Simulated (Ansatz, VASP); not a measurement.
**Two plane-wave programs on C2N**

```
C N
1.0
     2.55232   -0.57038    0.31518
    -0.49483    3.58442   -0.51996
     0.89173    0.67498    4.26497
C N
4 2
Direct
  0.21706 0.22265 0.80676
  0.89051 0.44948 0.67875
  0.10949 0.55052 0.32125
  0.78294 0.77735 0.19324
  0.94004 0.79721 0.84633
  0.05996 0.20279 0.15367
```

Alike in both runs: functional PBE; k mesh 8 × 6 × 6; occupations gaussian, width 0.1 eV; no spin polarisation.

Ansatz relaxed the structure, and its values are those at the end. VASP's run is a single point on that final structure, the one shown.

|  | VASP | Ansatz |
| --- | --- | --- |
| version | VASP 6.6.1 | Ansatz 0.2.0 |
| potentials or method | VASP PAW PBE potentials, release 64 (C, N), cutoff 520 eV | scalar-relativistic, plane waves, PAW |
| valence electrons in the cell | 26 | 26 |

|  | VASP | Ansatz | Ansatz less VASP |
| --- | --- | --- | --- |
| gap on the k mesh at the Fermi level (eV) | 0.42 | 0.42 | -0.002 |
| least direct gap on the mesh (eV) | 1.56 | 1.55 | -0.003 |
| pressure (GPa) | 0.6 | 0.0 | -0.57 |
| rms of the force components (eV/Å) | 0.029 | 0.002 | -0.0269 |

With one functional, cell and mesh, what is left measures potentials, basis and numerics.
